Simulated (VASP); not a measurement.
# CaHf (Pmma) in VASP: a series of runs, part 2 of 2

VASP 6.6.1. Earlier steps stand in the parts before.

## 4. Relaxation of cell and atoms, PBE

File INCAR:

```
SYSTEM = CaHf
ALGO = Fast
EDIFF = 1E-7
EDIFFG = -0.04
ENCUT = 600
GGA = PE
IBRION = 2
ISIF = 3
ISMEAR = 0
LASPH = .True.
LCHARG = .False.
LREAL = .False.
LWAVE = .False.
NELM = 100
NSW = 90
PREC = Accurate
SIGMA = 0.1
```

File KPOINTS:

```
k-points
0
Gamma
  4 6 4
  0 0 0
```

File POSCAR:

```
CaHf
1.0
    5.2160358019      0.0000000000      0.0000000000
    0.0000000000      3.4517883983      0.0000000000
    0.0000000000      0.0000000000      5.3256163860
Ca Hf
2 2
Direct
    0.7500000000      0.0000000000      0.6870000000
    0.2500000000      0.0000000000      0.3130000000
    0.7500000000      0.5000000000      0.1880000000
    0.2500000000      0.5000000000      0.8120000000
```

The run is started by

```console
$ cat potpaw_PBE.64/Ca_sv/POTCAR potpaw_PBE.64/Hf_pv/POTCAR > POTCAR
$ mpirun -np 1 vasp_std > vasp.out
```

Run time: 29 min. Hardware: 1 thread of Intel Xeon 6975P-C (Granite Rapids), shared host; peak memory 0.31 GiB.

It converged, with:

```yaml
Free_energy: -21.8499 eV
Relaxed_volume: 29.06 Å³/atom
Relaxed_cell: a = 5.113 Å, b = 3.329 Å, c = 6.827 Å, α = 90.00°, β = 90.00°, γ = 90.00°
Space_group_after_relaxing_to_0.05_Å: Pmma (No. 51)
Energy_gained_by_relaxing: 301.1 meV/atom
Ionic_steps: 15
Pressure_after_relaxing: 0.0 GPa
Largest_force_after_relaxing: 0.028 eV/Å
Band_gap_on_the_k_mesh: zero (band 20 reaches 3.56 eV, above the bottom of band 21 at 3.02 eV)
```

Forces in eV/Å, atoms in the order of the input:
```
Ca   0.000  0.000  0.028
Ca   0.000  0.000 -0.028
Hf   0.000  0.000 -0.016
Hf   0.000  0.000  0.016
```

Stress tensor (GPa, compression positive):
```
-0.03  0.00  0.00
 0.00  0.05  0.00
 0.00  0.00  0.10
```

Step by step:
```tsv
step	energy change (eV)	largest force (eV/Å)	pressure (GPa)	volume (Å³)
1	0.0000	0.7029	8.88	95.89
2	-0.5131	0.7624	-1.51	115.46
3	-0.5154	0.7553	-0.97	113.97
4	-0.6369	0.7177	-0.69	113.41
5	-0.7720	0.6181	0.19	112.11
6	-0.7847	0.5796	0.82	111.35
7	-0.8869	0.5056	0.09	113.76
8	-1.0591	0.1989	-1.93	121.11
9	-1.1377	0.1476	-1.32	119.55
10	-1.1672	0.2753	-0.71	118.29
11	-1.1680	0.3406	-0.56	118.04
12	-1.1926	0.1894	-0.24	117.02
13	-1.2036	0.0201	0.18	115.84
14	-1.2037	0.0129	0.22	115.73
15	-1.2042	0.0284	0.04	116.23
```

Final structure:
```yaml
crystal:
  lattice:
    - [5.11341, 0.00000, 0.00000]
    - [0.00000, 3.32948, 0.00000]
    - [0.00000, 0.00000, 6.82707]
  atoms:
    - { symbol: Ca, position: [0.75000, 0.00000, 0.66929] }
    - { symbol: Ca, position: [0.25000, 0.00000, 0.33071] }
    - { symbol: Hf, position: [0.75000, 0.50000, 0.09715] }
    - { symbol: Hf, position: [0.25000, 0.50000, 0.90285] }
```

Levels at points of the mesh, in eV from the Fermi level:
| k point | band 16 | band 17 | band 18 | band 19 | band 20 | band 21 | band 22 | band 23 | band 24 |
| --- | --- | --- | --- | --- | --- | --- | --- | --- | --- |
| (0.00, 0.00, 0.00) | -2.00 | -1.74 | -1.41 | -0.59 | 0.39 | 0.53 | 0.83 | 1.55 | 1.87 |
| (0.50, 0.00, 0.00) | -3.70 | -1.87 | -1.87 | 0.01 | 0.01 | 0.44 | 0.44 | 2.03 | 2.03 |
| (0.00, 0.50, 0.00) | -1.47 | -1.03 | -0.60 | -0.42 | -0.34 | 0.09 | 0.50 | 0.78 | 2.01 |
| (0.50, 0.50, 0.00) | -1.46 | -1.18 | -1.18 | -0.27 | -0.27 | 0.20 | 0.20 | 0.84 | 0.84 |
| (0.00, 0.00, 0.50) | -3.41 | -1.15 | -0.83 | -0.03 | -0.02 | 0.47 | 0.61 | 1.66 | 1.90 |
| (0.50, 0.00, 0.50) | -3.42 | -1.99 | -1.99 | -0.47 | -0.47 | 0.27 | 0.27 | 2.00 | 2.00 |
| (0.00, 0.50, 0.50) | -1.48 | -1.35 | -0.79 | -0.67 | 0.00 | 0.02 | 0.05 | 1.22 | 2.05 |
| (0.50, 0.50, 0.50) | -1.59 | -1.38 | -1.38 | -0.30 | -0.30 | 0.19 | 0.19 | 1.33 | 1.33 |

Caveat: the volume moved by over 15 % at a fixed basis, so the end points are rough; spin-orbit coupling is left out, which moves the levels of the heavy elements.

## 5. Single point, PBE

This run uses another cell than the first one, of 29.16 Å³/atom, 1.216 times its volume.

File INCAR:

```
ALGO = Fast
EDIFF = 1E-6
ENCUT = 520
GGA = PE
ISIF = 2
ISMEAR = 0
LASPH = T
LCHARG = F
LREAL = F
LWAVE = F
NBANDS = 28
NELM = 100
PREC = Accurate
SIGMA = 0.1
```

File KPOINTS:

```
k-points
0
Gamma
  10 14 8
```

File POSCAR:

```
CaHf
1.0
    5.0970274355      0.0000000000      0.0000000000
    0.0000000000      3.3372664722      0.0000000000
    0.0000000000      0.0000000000      6.8565544116
Ca Hf
2 2
Direct
    0.7500000000      0.0000000000      0.6701759032
    0.2500000000      0.0000000000      0.3298240968
    0.7500000000      0.5000000000      0.0968043147
    0.2500000000      0.5000000000      0.9031956853
```

The run is started by

```console
$ cat potpaw_PBE.64/Ca_sv/POTCAR potpaw_PBE.64/Hf_pv/POTCAR > POTCAR
$ mpirun -np 1 vasp_std > vasp.out
```

It took 32 min on 1 thread of Oxide Virtual Turin-like, shared host; peak memory 0.74 GiB.

Results (log left out):

- Free energy: -21.8453 eV
- Pressure: -0.1 GPa
- Largest force: 0.016 eV/Å
- Band gap on the k mesh: zero (band 20 reaches 3.55 eV, above the bottom of band 21 at 2.96 eV)

Forces in eV/Å, atoms in the order of the input:
```
Ca   0.000  0.000  0.004
Ca   0.000  0.000 -0.004
Hf   0.000  0.000 -0.016
Hf   0.000  0.000  0.016
```

Stress tensor (GPa, compression positive):
```
-0.14  0.00  0.00
 0.00 -0.03  0.00
 0.00  0.00 -0.04
```

Levels at points of the mesh, in eV from the Fermi level:
```
           k point  band 18  band 19  band 20  band 21  band 22  band 23
(0.00, 0.00, 0.00)    -1.45    -0.63     0.36     0.51     0.80     1.55
(0.50, 0.00, 0.00)    -1.91    -0.03    -0.03     0.40     0.40     2.00
(0.00, 0.50, 0.00)    -0.63    -0.46    -0.40     0.06     0.48     0.74
(0.50, 0.50, 0.00)    -1.22    -0.33    -0.33     0.18     0.18     0.81
(0.00, 0.00, 0.50)    -0.88    -0.06    -0.05     0.46     0.57     1.63
(0.50, 0.00, 0.50)    -2.02    -0.52    -0.52     0.24     0.24     1.97
(0.00, 0.50, 0.50)    -0.84    -0.71    -0.04    -0.03     0.04     1.15
(0.50, 0.50, 0.50)    -1.41    -0.35    -0.35     0.16     0.16     1.29
```

Caveat: spin-orbit coupling is left out, which moves the levels of the heavy elements.

## 6. Overview

```csv
task,cell,k mesh,cutoff (eV),gap on the mesh (eV),pressure (GPa),largest force (eV/Å)
single point,"a = 5.216, b = 3.452, c = 5.326 Å, 4 atoms",4 × 6 × 4,520,none,8.9,0.70
single point,"a = 5.109, b = 3.332, c = 6.862 Å, 4 atoms",4 × 6 × 4,520,none,0.0,0.01
relaxation of cell and atoms,"relaxed from a = 5.216, b = 3.452, c = 5.326 Å, 4 atoms",4 × 6 × 4,600,none,0.0,0.03
single point,"a = 5.097, b = 3.337, c = 6.857 Å, 4 atoms",10 × 14 × 8,520,none,-0.1,0.02
```

Alike in all rows: level PBE; potentials or basis VASP PAW PBE potentials, release 64 (Ca_sv, Hf_pv); no spin polarisation; smearing gaussian 0.1 eV.

Caveats: spin-orbit coupling is left out, which moves the levels of the heavy elements; the volume moved by over 15 % at a fixed basis, so the end points are rough (some runs).

Absolute energies hang on the potentials; compare differences alone.
